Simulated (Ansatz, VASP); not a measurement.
# Two plane-wave programs on MgSi3N

```
Mg Si N
1.0
     2.35426   -4.13249    0.00000
     2.35426    4.13249    0.00000
     0.00000    0.00000    5.17378
Mg Si N
1 3 1
Direct
  0.00000 0.00000 0.50000
  0.71013 0.28987 0.00000
  0.28987 0.71013 0.00000
  0.00000 0.00000 0.00000
  0.50000 0.50000 0.00000
```

Alike in both runs: task relaxation of cell and atoms; functional PBE; k mesh 10 × 10 × 8; occupations gaussian, width 0.1 eV; no spin polarisation.

|  | VASP | Ansatz |
| --- | --- | --- |
| version | VASP 6.6.1 | Ansatz 0.2.0 |
| potentials or method | VASP PAW PBE potentials, release 64 (Mg, Si, N), cutoff 600 eV | scalar-relativistic, plane waves, PAW |
| valence electrons in the cell | 19 | 27 |

VASP gave:

| Property | Result |
| --- | --- |
| gap on the k mesh at the Fermi level, each at its own relaxed structure (eV) | none |
| relaxed volume (Å³/atom) | 19.80 |
| relaxed cell length with the largest relative difference (Å) | 5.165 |

Problem. Estimate Ansatz's values.

Solution. gap on the k mesh at the Fermi level, each at its own relaxed structure (eV): none; relaxed volume (Å³/atom): 19.83; relaxed cell length with the largest relative difference (Å): 5.169.

A gap of «none» marks a metal or a gap that the smearing closes. VASP's potentials hold 19 valence electrons a cell and Ansatz's 27, so a difference there can come from the potentials and not from the codes.
